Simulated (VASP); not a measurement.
# Sr2Sb3P (P3m1) in VASP: single point with r2SCAN+rVV10

Aim: the single point of Sr2Sb3P with r2SCAN+rVV10.

All numbers are computed with VASP 6.6.1; they aren't measurements. Logs are shortened: lines on timing, memory, paths and dates and some standing lists are left out, and cuts for length are marked.

**1. The cell of the first run**

It takes space group P3m1 (No. 156, trigonal). The conventional cell has a = 4.861 Å, b = 4.861 Å, c = 9.037 Å, α = 90.00°, β = 90.00°, γ = 120.00°. Within 4.5 Å of Sr (site symmetry 3m) lie 9 Sb at 3.45 to 3.86 Å and 3 P at 3.71 Å and 1 Sr at 4.29 Å. Within 4.4 Å of Sr (site symmetry 3m) lie 3 P at 3.37 Å and 9 Sb at 3.50 to 3.88 Å and 1 Sr at 4.29 Å. Within 3.7 Å of Sb (site symmetry 3m) lie 3 P at 2.84 Å and 6 Sr at 3.45 to 3.61 Å. Within 3.9 Å of Sb (site symmetry 3m) lie 3 Sb at 2.87 Å and 6 Sr at 3.50 to 3.86 Å. Sb (site symmetry 3m) has 3 Sb at 2.87 Å and 6 Sr at 3.48 to 3.88 Å within 3.9 Å. Within 3.8 Å of P (site symmetry 3m) lie 3 Sb at 2.84 Å and 6 Sr at 3.37 to 3.71 Å.

**2. Single point, r2SCAN+rVV10**

File POSCAR:

```
Sr2Sb3P
1.0
    4.8606071702     -0.0000000027      0.0000000000
   -2.4303035828      4.2094092886      0.0000000000
    0.0000000000      0.0000000000      9.0374455348
Sr Sb P
2 3 1
Direct
    0.6666666667      0.3333333333      0.7589274410
    0.6666666667      0.3333333333      0.2339716602
    0.3333333333      0.6666666667     -0.0180737884
    0.3333333333      0.6666666667      0.4662279046
    0.0000000000      0.0000000000      0.5309938558
    0.0000000000      0.0000000000      1.0279539367
```

File INCAR.step1:

```
SYSTEM = Sr2Sb3P
PREC = Accurate
ENCUT = 520
ISMEAR = -1
SIGMA = 0.03
LREAL = .False.
LASPH = .True.
NELM = 60
NBANDS = 29
GGA = PE
ALGO = Normal
EDIFF = 1E-4
LWAVE = .True.
LCHARG = .False.
```

File INCAR.step2:

```
SYSTEM = Sr2Sb3P
PREC = Accurate
ENCUT = 520
EDIFF = 1E-7
ISMEAR = -1
SIGMA = 0.03
LREAL = .False.
LASPH = .True.
NELM = 60
ALGO = Normal
ISIF = 2
LWAVE = .False.
LCHARG = .False.
METAGGA = R2SCAN
LMIXTAU = .True.
LUSE_VDW = .True.
IVDW_NL = 2
BPARAM = 11.95
CPARAM = 0.0093
NBANDS = 29
ISTART = 1
```

File KPOINTS:

```
Automatic mesh
0
Gamma
  6 6 4
  0 0 0
```

Potentials or basis: VASP PAW PBE potentials, release 64 (Sr_sv, Sb, P).

Launch:

```bash
> cat potpaw_PBE.64/Sr_sv/POTCAR potpaw_PBE.64/Sb/POTCAR potpaw_PBE.64/P/POTCAR > POTCAR
> cp INCAR.step1 INCAR
> mpirun -np 1 vasp_std > vasp.out
> cp INCAR.step2 INCAR
> mpirun -np 1 vasp_std > vasp.out
```

OUTCAR:

```text
SYSTEM = Sr2Sb3P
   PREC = Accurate
   ENCUT = 520
   EDIFF = 1E-7
   ISMEAR = -1
   LREAL = .False.
   LASPH = .True.
   NELM = 60
   ISIF = 2
   METAGGA = R2SCAN
   IVDW_NL = 2
   BPARAM = 11.95
   ISTART = 1

 ion  position               nearest neighbor table
   1  0.667  0.333  0.759-   3 3.45   3 3.45   3 3.45   5 3.48   5 3.48   5 3.48   6 3.71   6 3.71
                             6 3.71   4 3.86   4 3.86   4 3.86   2 4.29   2 4.74
   2  0.667  0.333  0.234-   6 3.37   6 3.37   6 3.37   4 3.50   4 3.50   4 3.50   3 3.61   3 3.61
                             3 3.61   5 3.88   5 3.88   5 3.88   1 4.29   1 4.74
   3  0.333  0.667  0.982-   6 2.84   6 2.84   6 2.84   1 3.45   1 3.45   1 3.45   2 3.61   2 3.61
                             2 3.61
   4  0.333  0.667  0.466-   5 2.87   5 2.87   5 2.87   2 3.50   2 3.50   2 3.50   1 3.86   1 3.86
                             1 3.86
   5  0.000  0.000  0.531-   4 2.87   4 2.87   4 2.87   1 3.48   1 3.48   1 3.48   2 3.88   2 3.88
                             2 3.88
   6  0.000  0.000  0.028-   3 2.84   3 2.84   3 2.84   2 3.37   2 3.37   2 3.37   1 3.71   1 3.71
                             1 3.71

  LATTYP: Found a hexagonal cell.
 ALAT       =     4.8606071702
 C/A-ratio  =     1.8593244050

  Lattice vectors:

 A1 = (   4.8606071702,  -0.0000000027,   0.0000000000)
 A2 = (  -2.4303035828,   4.2094092886,   0.0000000000)
 A3 = (   0.0000000000,   0.0000000000,   9.0374455348)

Analysis of symmetry for initial positions (statically):
=====================================================================
 Subroutine PRICEL returns:
 Original cell was already a primitive cell.

 Routine SETGRP: Setting up the symmetry group for a
 hexagonal supercell.

 Subroutine GETGRP returns: Found  6 space group operations
 (whereof  6 operations were pure point group operations)
 out of a pool of 24 trial point group operations.

The static configuration has the point symmetry C_3v.

Analysis of symmetry for dynamics (positions and initial velocities):
=====================================================================
 Subroutine PRICEL returns:
 Original cell was already a primitive cell.

 Routine SETGRP: Setting up the symmetry group for a
 hexagonal supercell.

 Subroutine GETGRP returns: Found  6 space group operations
 (whereof  6 operations were pure point group operations)
 out of a pool of 24 trial point group operations.

The dynamic configuration has the point symmetry C_3v.

 Subroutine INISYM returns: Found  6 space group operations
 (whereof  6 operations are pure point group operations),
 and found     1 'primitive' translations
[... 106 lines left out ...]
   IBRION =     -1    ionic relax: 0-MD 1-quasi-New 2-CG
   NFREE  =      0    steps in history (QN), initial steepest desc. (CG)
   ISIF   =      2    stress and relaxation
   ISYM   =      2    0-nonsym 1-usesym 2-fastsym
   POTIM  = 0.5000    time-step for ionic-motion
   TEBEG  =    0.0;   TEEND  =   0.0 temperature during run
   PSTRESS=    0.0 pullay stress
   NELECT =      40.0000    total number of electrons
   NUPDOWN=      -1.0000    fix difference up-down
   EMIN   =  10.00;   EMAX   =-10.00  energy-range for DOS
   EFERMI =   0.00;   METHOD = LEGACY
   ISMEAR =    -1;   SIGMA  =   0.03  broadening in eV -4-tet -1-fermi 0-gaus
   EFERMI_NEDOS =   21; number of points for ismear=-14 and -15
   IALGO  =     38    algorithm
   IMIX   =      4    mixing-type and parameters
     AMIX     =   0.40;   BMIX     =  1.00
     AMIX_MAG =   1.60;   BMIX_MAG =  1.00
  volume/ion in A,a.u.               =      30.82       207.97
  Fermi-wavevector in a.u.,A,eV,Ry     =   0.982748  1.857125 13.140432  0.965795
  Thomas-Fermi vector in A             =   2.113854
   LORBIT       =      0    0 simple, 1 ext, 2 COOP (PROOUT), +10 PAW based schemes
   METAGGA = R2SCAN    functional components
   LHFCALC =     F    Hartree Fock is set to
   AEXX    =    0.0000 exact exchange contribution
   IVDW_NL    =     2    kernel type
   BPARAM     =11.9500
   IVDW    =     0    specifies the selected vdW correction
   LEPSILON=     F    determine dielectric tensor
   LRPA    =     F    only Hartree local field effects (RPA)
 non-spin polarized calculation
  energy-cutoff  :      520.00
  volume of cell :      184.91
 maximum number of plane-waves:      5014
   NGX = 19   NGY = 19   NGZ = 33

 number of electron      40.0000000 magnetization

 Free energy of the ion-electron system (eV)
  ---------------------------------------------------
  ext. energy  EPLUGINS =         0.00000000
  ---------------------------------------------------
  free energy    TOTEN  =      -118.63987424 eV

  energy without entropy =     -118.63183537  energy(sigma->0) =     -118.63585480

 E-fermi :   5.3661     XC(G=0):  -9.6313

 val. band max:        5.3561230200   @ k =   0.3333   0.3333   0.0000
 cond. band min:       5.3665168779   @ k =   0.3333   0.3333   0.2500
 fundamental gap:      0.0103938579
 Fermi energy:         5.3661098033

 k-point     1 :       0.0000    0.0000    0.0000
  band No.  band energies     occupation
      1     -32.2048      2.00000
      2     -32.1177      2.00000
      3     -13.6773      2.00000
      4     -13.5704      2.00000
      5     -13.5704      2.00000
      6     -13.5429      2.00000
[... 757 lines left out ...]
     28       9.2053      0.00000
     29       9.2602      0.00000

------------------------ aborting loop because EDIFF is reached ----------------------------------------

  FORCE on cell =-STRESS in cart. coord.  units (eV):
  Direction    XX          YY          ZZ          XY          YZ          ZX
  --------------------------------------------------------------------------------------
  -------------------------------------------------------------------------------------
  Total        0.3348324      0.3348324      0.1906474     -0.0000000      0.0000000     -0.0000000
  in kB        2.9012204      2.9012204      1.6519016     -0.0000000      0.0000000     -0.0000000
  external PRESSURE =       2.4847808 kB  Pullay stress =       0.0000000 kB

 VOLUME and BASIS-vectors are now :
 -----------------------------------------------------------------------------
  energy-cutoff  :      520.00
  volume of cell :      184.91
      direct lattice vectors                 reciprocal lattice vectors
     4.860607170 -0.000000003  0.000000000     0.205735614  0.118781512  0.000000000
    -2.430303583  4.209409289  0.000000000     0.000000000  0.237563024  0.000000000
     0.000000000  0.000000000  9.037445535     0.000000000  0.000000000  0.110650736

 POSITION                                       TOTAL-FORCE (eV/Angst)
 -----------------------------------------------------------------------------------
      2.43030      1.40314      6.85877        -0.000000      0.000000      0.005911
      2.43030      1.40314      2.11451        -0.000000     -0.000000     -0.002236
      0.00000      2.80627      8.87410         0.000000     -0.000000     -0.005292
      0.00000      2.80627      4.21351         0.000000     -0.000000     -0.012528
      0.00000      0.00000      4.79883         0.000000     -0.000000      0.008603
      0.00000      0.00000      0.25263         0.000000     -0.000000      0.005542
 -----------------------------------------------------------------------------------
    total drift:                               -0.000000      0.000000     -0.000170

  FREE ENERGIE OF THE ION-ELECTRON SYSTEM (eV)
  ---------------------------------------------------
  free  energy   TOTEN  =      -118.6398742439 eV

  energy  without entropy=     -118.6318353651  energy(sigma->0) =     -118.63585480
```

OSZICAR.step1:

```text
N       E                     dE             d eps       ncg     rms          rms(c)
DAV:   1     0.232242825278E+03    0.23224E+03   -0.16238E+04  1392   0.115E+03
DAV:   2    -0.137630692862E+01   -0.23362E+03   -0.22820E+03  1578   0.250E+02
DAV:   3    -0.231569244977E+02   -0.21781E+02   -0.21525E+02  2158   0.635E+01
DAV:   4    -0.240451187841E+02   -0.88819E+00   -0.88372E+00  1995   0.120E+01
DAV:   5    -0.240851268053E+02   -0.40008E-01   -0.39998E-01  1992   0.214E+00    0.183E+01
DAV:   6    -0.239041539604E+02    0.18097E+00   -0.58991E-01  1870   0.303E+00    0.109E+01
DAV:   7    -0.239084988934E+02   -0.43449E-02   -0.25132E-01  1819   0.261E+00    0.947E-01
DAV:   8    -0.239091108684E+02   -0.61198E-03   -0.22637E-02  2163   0.572E-01    0.416E-01
DAV:   9    -0.239094652361E+02   -0.35437E-03   -0.20932E-03  1800   0.191E-01    0.180E-01
DAV:  10    -0.239096687677E+02   -0.20353E-03   -0.40234E-04  1459   0.879E-02    0.562E-02
DAV:  11    -0.239097052627E+02   -0.36495E-04   -0.48001E-05  1056   0.358E-02
   1 F= -.23909705E+02 E0= -.23905404E+02  d E =-.860198E-02
```

Run time: 17 min. Hardware: 1 thread of Oxide Virtual Turin-like, shared host; peak memory 0.69 GiB.

What came out:

| Item | Value |
| --- | --- |
| Free energy | -118.6399 eV |
| Pressure | 0.2 GPa |
| Largest force | 0.013 eV/Å |
| Band gap on the k mesh | zero (bands 20 and 21 overlap by 0.61 eV) |

Forces in eV/Å, atoms in the order of the input:
```
Sr   0.000  0.000  0.006
Sr   0.000  0.000 -0.002
Sb   0.000  0.000 -0.005
Sb   0.000  0.000 -0.013
Sb   0.000  0.000  0.009
P    0.000  0.000  0.006
```

Levels at points of the mesh, in eV from the Fermi level:
```
           k point  band 17  band 18  band 19  band 20  band 21  band 22  band 23  band 24
(0.00, 0.00, 0.00)    -3.26    -2.20    -0.72    -0.72    -0.28     0.21     0.22     0.22
(0.50, 0.00, 0.00)    -2.86    -1.81    -1.44    -0.63     1.98     2.10     2.38     2.67
(0.00, 0.00, 0.50)    -3.41    -3.31    -0.45    -0.45    -0.17    -0.17     0.33     0.84
(0.50, 0.00, 0.50)    -2.08    -1.99    -1.94    -1.65     2.16     2.32     2.39     3.24
```

Caveat: the PAW data sets were made with another functional, which shifts forces and pressure a little; spin-orbit coupling is left out, which moves the levels of the heavy elements.
